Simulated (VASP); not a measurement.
Set up this calculation in VASP 6.6.1, as the native input.

```yaml
Task: single point
Functional: PBE
Potentials_or_basis: VASP PAW PBE potentials, release 64 (Ag, Cl)
Cutoff: 520 eV
k_mesh: 9 × 9 × 8
Occupations: fermi-dirac, width 0.03 eV
Spin: no spin polarisation
Dipole_correction: no
Further_INCAR_settings: ALGO = Normal; EDIFF = 1e-06; NBANDS = 26
```

The structure of AgCl lies in POSCAR:

```
AgCl
1.0
    1.8646524332     -5.5380111664      0.0000000000
    1.8646524332      5.5380111664      0.0000000000
    0.0000000000      0.0000000000      3.9109133812
Ag Cl
2 2
Direct
    0.3965554000      0.6034446000      0.7500000000
    0.6034446000      0.3965554000      0.2500000000
    0.8654487300      0.1345512700      0.2500000000
    0.1345512700      0.8654487300      0.7500000000
```

These files were run (other wordings do the same):

INCAR

```
SYSTEM = AgCl
PREC = Accurate
ENCUT = 520
EDIFF = 1E-6
ISMEAR = -1
SIGMA = 0.03
LREAL = .FALSE.
LASPH = .TRUE.
NELM = 100
ALGO = Normal
ISIF = 2
LWAVE = .FALSE.
LCHARG = .FALSE.
GGA = PE
NBANDS = 26
```

KPOINTS

```
regular mesh
0
G
  9 9 8
  0 0 0
```

Potentials or basis: VASP PAW PBE potentials, release 64 (Ag, Cl).

The run is started by

```console
$ cat potpaw_PBE.64/Ag/POTCAR potpaw_PBE.64/Cl/POTCAR > POTCAR
$ mpirun -np 1 vasp_std > vasp.out
```

It gave:

```
Pressure               : 2.1 GPa
Largest force          : 0.010 eV/Å
Band gap on the k mesh : 0.49 eV (least direct gap 1.98 eV)
```

Caveat: an odd mesh through Γ misses points on the zone boundary, where band edges can lie.

Run time: 6.7 min on 1 thread of AMD EPYC 7R13 (shared host), peak memory 0.36 GiB.
